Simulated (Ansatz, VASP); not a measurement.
**One calculation of Ge, two programs**

```xyz
8
Lattice="3.9877 0.0000 0.0000 -1.9938 3.4534 0.0000 0.0000 0.0000 13.8647" Properties=species:S:1:pos:R:3 pbc="T T T"
Ge    0.0000    0.0000    5.4839
Ge    0.0000    0.0000    8.3808
Ge    0.0000    0.0000   12.4162
Ge    0.0000    0.0000    1.4485
Ge    0.0000    2.3023    4.7723
Ge    1.9938    1.1511    9.0924
Ge    1.9938    1.1511   11.7046
Ge    0.0000    2.3023    2.1601
```

Alike in both runs: task single point; functional PBE; k mesh 15 × 15 × 4; occupations gaussian, width 0.15 eV; no spin polarisation.

|  | VASP | Ansatz |
| --- | --- | --- |
| version | VASP 6.6.1 | Ansatz 0.2.0 |
| potentials or method | VASP PAW PBE potentials, release 64 (Ge_d), cutoff 520 eV | scalar-relativistic, plane waves, PAW |
| valence electrons in the cell | 112 | 112 |

```tsv
	VASP	Ansatz	Ansatz less VASP
gap on the k mesh at the Fermi level (eV)	none	none	-
pressure (GPa)	2.2	2.2	-0.04
traceless stress, the component that is largest in VASP (GPa)	-6.89	-6.92	-0.034
rms of the force components (eV/Å)	0.803	0.804	+0.0006
```

Atom by atom the forces differ by 0.001 eV/Å (rms over components). A gap of «none» marks a metal or a gap that the smearing closes.
